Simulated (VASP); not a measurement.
The system is Te.

```xyz
3
Lattice="4.5303 0.0000 0.0000 -2.2651 3.9233 0.0000 0.0000 0.0000 5.9374" Properties=species:S:1:pos:R:3 pbc="T T T"
Te   -1.0492    3.9233    1.9791
Te   -0.6080    1.0530    3.9583
Te    1.6572    2.8703    0.0000
```

Base run:

```yaml
Program: VASP 6.6.1
Functional: PBE
Potentials_or_basis: VASP PAW PBE potentials, release 64 (Te)
Cutoff: 520 eV
k_mesh: 5 × 5 × 4
Occupations: fermi-dirac, width 0.05 eV
Spin: no spin polarisation
```

Its results: band gap on the k mesh 0.50 eV, indirect (least direct gap 0.77 eV); pressure 0.0 GPa; largest force 0.021 eV/Å.

The run is repeated on the same cell with these changes: k mesh from 5 × 5 × 4 to 2 × 2 × 1. What comes out?

Band gap on the k mesh 1.64 eV, direct; pressure -0.1 GPa; largest force 1.547 eV/Å.

Caveats: some runs use coarse meshes; spin-orbit coupling is left out, which moves the levels of the heavy elements; forces of over 1 eV/Å act on the atoms, so gaps and moduli don't describe the material at rest (some runs).

A k mesh can miss the band edges.
